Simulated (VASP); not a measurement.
A run of VASP 6.6.1:

The input INCAR:

```
PREC = Accurate ; ENCUT = 600
EDIFF = 1E-6 ; ISMEAR = 0
SIGMA = 0.1 ; LREAL = F
LASPH = T ; NELM = 120
ALGO = Normal ; ISIF = 2
LWAVE = F ; LCHARG = T
GGA = PE ; LELF = T
LVHAR = T ; NBANDS = 72
GGA_COMPAT = F
```

File KPOINTS:

```
regular mesh
0
Gamma
  12 12 2
```

Contents of POSCAR:

```
Cu3Sn2
1.0
    3.7138518689      0.0000000000      0.0000000000
   -1.8569259345      3.2162900644      0.0000000000
    0.0000000000      0.0000000000     16.4729699113
Cu Sn
6 4
Direct
    0.3333333333      0.6666666667      0.9614208815
    0.3333333333      0.6666666667      0.1141703080
    0.3333333333      0.6666666667      0.3090598390
    0.6666666667      0.3333333333      0.0385791185
    0.6666666667      0.3333333333      0.6909401610
    0.6666666667      0.3333333333      0.8858296920
    0.3333333333      0.6666666667      0.5859904364
    0.3333333333      0.6666666667      0.7902466324
    0.6666666667      0.3333333333      0.2097533676
    0.6666666667      0.3333333333      0.4140095636
```

Potentials or basis: VASP PAW PBE potentials, release 64 (Cu, Sn_d).

Launch:

```bash
$ cat potpaw_PBE.64/Cu/POTCAR potpaw_PBE.64/Sn_d/POTCAR > POTCAR
$ mpirun -np 1 vasp_std > vasp.out
```

Hardware: 1 thread of Oxide Virtual Turin-like Processor, with other jobs on the host.

Problem. Estimate the wall time of this run.

Solution. Run time: 28 min on 1 thread of Oxide Virtual Turin-like Processor, with other jobs on the host, peak memory 0.62 GiB. Counts: scf iterations 18, k points 38.
